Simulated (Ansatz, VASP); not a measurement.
**Two plane-wave programs on MgS**

```xyz
2
Lattice="0.0000 2.6017 2.6017 2.6017 0.0000 2.6017 2.6017 2.6017 0.0000" Properties=species:S:1:pos:R:3 pbc="T T T"
Mg    0.0000    0.0000    0.0000
S     2.6017    2.6017    2.6017
```

Alike in both runs: task single point; functional PBE; k mesh 8 × 8 × 8; occupations gaussian, width 0.05 eV; no spin polarisation.

```csv
,VASP,Ansatz
version,VASP 6.6.1,Ansatz 0.2.0
potentials or method,"VASP PAW PBE potentials, release 64 (Mg, S), cutoff 600 eV","scalar-relativistic, plane waves, PAW"
valence electrons in the cell,8,16
```

```csv
,VASP,Ansatz,Ansatz less VASP
gap on the k mesh at the Fermi level (eV),2.78,2.79,+0.015
least direct gap on the mesh (eV),3.71,3.72,+0.012
pressure (GPa),0.9,1.2,+0.28
```

VASP's potentials hold 8 valence electrons a cell and Ansatz's 16, so a difference there can come from the potentials and not from the codes.
